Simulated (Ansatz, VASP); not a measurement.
# Hf in VASP and in Ansatz

```
Hf
1.0
     4.96233    0.00000    0.00000
    -2.48116    4.29750    0.00000
     0.00000    0.00000    3.08623
Hf
3
Direct
  0.69689 0.33333 0.50000
  0.33333 0.66667 0.50000
  0.00000 0.00000 0.00000
```

Alike in both runs: task single point; functional PBE; k mesh 9 × 9 × 12; occupations gaussian, width 0.05 eV; no spin polarisation.

```csv
,VASP,Ansatz
version,VASP 6.6.1,Ansatz 0.2.0
potentials or method,"VASP PAW PBE potentials, release 64 (Hf_pv), cutoff 520 eV","scalar-relativistic, plane waves, PAW"
valence electrons in the cell,30,78
```

```tsv
	VASP	Ansatz	Ansatz less VASP
gap on the k mesh at the Fermi level (eV)	none	none	-
pressure (GPa)	2.0	2.4	+0.44
traceless stress, the component that is largest in VASP (GPa)	0.82	0.86	+0.034
rms of the force components (eV/Å)	0.363	0.376	+0.0126
```

Atom by atom the forces differ by 0.013 eV/Å (rms over components). A gap of «none» marks a metal or a gap that the smearing closes. VASP's potentials hold 30 valence electrons a cell and Ansatz's 78, so a difference there can come from the potentials and not from the codes.

Neither program's run includes spin-orbit coupling.
